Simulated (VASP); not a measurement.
Crystal: Ru.

```
Ru
1.0
    -1.50986    1.50986    1.50986
     1.50986   -1.50986    1.50986
     1.50986    1.50986   -1.50986
Ru
1
Direct
  0.00000 0.00000 0.00000
```

* Program: VASP 6.6.1
* Task: relaxation of cell and atoms
* Functional: PBE
* Potentials or basis: VASP PAW PBE potentials, release 64 (Ru_pv)
* Cutoff: 500 eV
* k mesh: 18 × 18 × 18
* Occupations: fermi-dirac, width 0.05 eV
* Spin: no spin polarisation

At the start: pressure 10.0 GPa; volume 13.77 Å³/atom.

Where does the relaxation end?

Over 15 steps the energy falls by 13.8 meV/atom and the volume is 14.22 Å³/atom (+3.3 %); space group Im-3m (No. 229, to 0.05 Å).

Step by step:
```csv
step,energy change (eV),largest force (eV/Å),pressure (GPa),volume (Å³)
1,0.0000,0.0000,9.96,13.77
2,0.0766,0.0000,-20.08,15.55
3,-0.0138,0.0000,-0.26,14.24
4,-0.0138,0.0000,-0.07,14.23
5,-0.0138,0.0000,0.12,14.22
6,-0.0138,0.0000,0.11,14.22
7,-0.0138,0.0000,0.10,14.22
8,-0.0138,0.0000,0.10,14.22
9,-0.0138,0.0000,0.10,14.22
10,-0.0138,0.0000,0.10,14.22
11,-0.0138,0.0000,0.10,14.22
12,-0.0138,0.0000,0.10,14.22
13,-0.0138,0.0000,0.09,14.22
14,-0.0138,0.0000,0.08,14.22
15,-0.0138,0.0000,0.06,14.22
```

Final structure:
```
Ru
1.0
    -1.52632    1.52632    1.52632
     1.52632   -1.52632    1.52632
     1.52632    1.52632   -1.52632
Ru
1
Direct
  0.00000 0.00000 0.00000
```
